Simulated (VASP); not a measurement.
A run of VASP 6.6.1:

Contents of INCAR:

```
SYSTEM = InGaN
PREC = Accurate
ENCUT = 600
EDIFF = 1E-7
ISMEAR = 0
SIGMA = 0.1
LREAL = .FALSE.
LASPH = .TRUE.
NELM = 60
ALGO = Normal
ISIF = 3
LWAVE = .FALSE.
LCHARG = .FALSE.
GGA = PE
IBRION = 2
NSW = 90
EDIFFG = -0.04
```

The input KPOINTS:

```
Automatic mesh
0
G
  4 4 6
  0 0 0
```

File POSCAR:

```
InGaN
1.0
    4.0760187700      0.0000000000      0.0000000000
    0.0000000000      4.0760187700      0.0000000000
    0.0000000000      0.0000000000      3.6488622200
In Ga N
1 1 1
Direct
    0.0000000000      0.0000000000      0.5000000000
    0.5000000000      0.5000000000      0.0000000000
    0.0000000000      0.0000000000      0.0000000000
```

Potentials or basis: VASP PAW PBE potentials, release 64 (In_d, Ga_d, N).

Run with:

```bash
$ cat potpaw_PBE.64/In_d/POTCAR potpaw_PBE.64/Ga_d/POTCAR potpaw_PBE.64/N/POTCAR > POTCAR
$ mpirun -np 1 vasp_std > vasp.out
```

Hardware: 1 thread of Intel(R) Xeon(R) 6975P-C (Granite Rapids), with other jobs on the host.

**Question.** Estimate the wall time of this run.

**Answer.** Wall time 13 min on 1 thread of Intel(R) Xeon(R) 6975P-C (Granite Rapids) (shared host), peak memory 0.23 GiB. Counts: scf iterations 286, k points 24, ion steps 29.
